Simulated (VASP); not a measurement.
Cd7S6 (a cell with a defect), 13 atoms in the cell. The cell holds a defect, 13 atoms: a = 6.831 Å, b = 7.270 Å, c = 7.270 Å, α = 120.00°, β = 90.00°, γ = 90.00°. 

| Item | Value |
| --- | --- |
| Program | VASP 6.6.1 |
| Task | single point |
| Functional | PBE |
| Potentials or basis | VASP PAW PBE potentials, release 64 (Cd, S) |
| Cutoff | 520 eV |
| k mesh | 2 × 2 × 2 |
| Occupations | gaussian, width 0.02 eV |
| Spin | no spin polarisation |
| Dipole correction | no |
| Further INCAR settings | ALGO = Normal; EDIFF = 1e-06; NBANDS = 72 |

Potentials or basis: VASP PAW PBE potentials, release 64 (Cd, S).

Run with:

```sh
$ cat potpaw_PBE.64/Cd/POTCAR potpaw_PBE.64/S/POTCAR > POTCAR
$ mpirun -np 1 vasp_std > vasp.out
```

Hardware: 1 thread of AMD EPYC 9R45 96-Core Processor (Zen 5) (shared host).

**Question.** How long does it take, and how much memory?

**Answer.** Run time: 89 s on 1 thread of AMD EPYC 9R45 96-Core Processor (Zen 5), on a shared host, peak memory 0.41 GiB. Counts: scf iterations 16, k points 6.
